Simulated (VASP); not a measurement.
Wanted: the native input for a VASP 6.6.1 run.

| Item | Value |
| --- | --- |
| Task | single point |
| Functional | PBEsol |
| Potentials or basis | VASP PAW PBE potentials, release 64 (Al, Ru_pv) |
| Cutoff | 520 eV |
| k mesh | 22 × 22 × 22 |
| Occupations | gaussian, width 0.15 eV |
| Spin | no spin polarisation |
| Dipole correction | no |
| Further INCAR settings | ALGO = Fast; EDIFF = 1e-06; NBANDS = 17 |

The structure of Al2Ru lies in POSCAR:

```
Al2Ru
1.0
   -1.5606788820      1.5606788820      4.2115520738
    1.5606788820     -1.5606788820      4.2115520738
    1.5606788820      1.5606788820     -4.2115520738
Al Ru
2 1
Direct
    0.6661993471      0.6661993471      0.0000000000
    0.3480471821      0.3480471821      0.0000000000
   -0.0038032381     -0.0038032381      0.0000000000
```

This cell differs from its parent crystal: atoms displaced along a vibrational mode.

The input as run:

INCAR

```
SYSTEM = Al2Ru
  PREC = Accurate
  ENCUT = 520
  EDIFF = 1E-6
  ISMEAR = 0
  SIGMA = 0.15
  LREAL = .FALSE.
  LASPH = .TRUE.
  NELM = 60
  ALGO = Fast
  ISIF = 2
  LWAVE = .FALSE.
  LCHARG = .FALSE.
  GGA = PS
  NBANDS = 17
```

KPOINTS

```
Automatic mesh
0
G
  22 22 22
  0 0 0
```

Potentials or basis: VASP PAW PBE potentials, release 64 (Al, Ru_pv).

Run with:

```console
$ cat potpaw_PBE.64/Al/POTCAR potpaw_PBE.64/Ru_pv/POTCAR > POTCAR
$ mpirun -np 1 vasp_std > vasp.out
```

Results of the run:

| Property | Result |
| --- | --- |
| Pressure | 0.6 GPa |
| Largest force | 0.763 eV/Å |
| Band gap on the k mesh | zero (bands 10 and 11 overlap by 0.19 eV) |

Caveat: the cell differs from its parent crystal (atoms displaced along a vibrational mode); the PAW data sets were made with another functional, which shifts forces and pressure a little.

Wall time 10 min on 1 thread of Intel(R) Xeon(R) 6975P-C (Granite Rapids), on a shared host, peak memory 0.65 GiB.
